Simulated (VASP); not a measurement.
Wanted: the native input for a VASP 6.6.1 run.

| Property | Result |
| --- | --- |
| Task | single point |
| Functional | LDA |
| Potentials or basis | VASP PAW LDA potentials, release 64 (Si) |
| Cutoff | 520 eV |
| k mesh | 12 × 12 × 12 |
| Occupations | gaussian, width 0.05 eV |
| Spin | no spin polarisation |
| Dipole correction | no |
| Further INCAR settings | ALGO = Normal; EDIFF = 1e-07; NBANDS = 11 |

The structure of Si lies in POSCAR:

```
Si
1.0
    0.0000000000      2.8257108919      2.7480629224
    2.5286230084      0.0000000000      2.7480629224
    2.5286230084      2.8257108919      0.0000000000
Si
2
Direct
    0.5000000000      0.5000000000      0.5000000000
    0.7500000000      0.7500000000      0.7500000000
```

This cell differs from its parent crystal: strain +e along x and -e along y -0.0550, strain +e along z and -e/2 along x and y +0.0175.

One way to write it, as run:

INCAR

```
SYSTEM = Si
  ALGO = Normal
  EDIFF = 1E-7
  ENCUT = 520
  ISIF = 2
  ISMEAR = 0
  LASPH = .TRUE.
  LCHARG = .TRUE.
  LELF = .TRUE.
  LREAL = .FALSE.
  LVHAR = .TRUE.
  LWAVE = .FALSE.
  NBANDS = 11
  NELM = 60
  PREC = Accurate
  SIGMA = 0.05
```

KPOINTS

```
k-points
0
G
  12 12 12
  0 0 0
```

Potentials or basis: VASP PAW LDA potentials, release 64 (Si).

Command:

```sh
$ cat potpaw_LDA.64/Si/POTCAR > POTCAR
$ mpirun -np 1 vasp_std > vasp.out
```

It gave:

| Quantity | Value |
| --- | --- |
| Pressure | 0.0 GPa |
| Band gap on the k mesh | zero (band 4 reaches 6.40 eV, above the bottom of band 5 at 5.84 eV) |

Caveat: the cell differs from its parent crystal (strain +e along x and -e along y -0.0550, strain +e along z and -e/2 along x and y +0.0175).

It took 95 s on 1 thread of Intel(R) Xeon(R) Platinum 8259CL CPU @ 2.50GHz (Skylake/Cascade Lake) (shared host), peak memory 0.21 GiB.
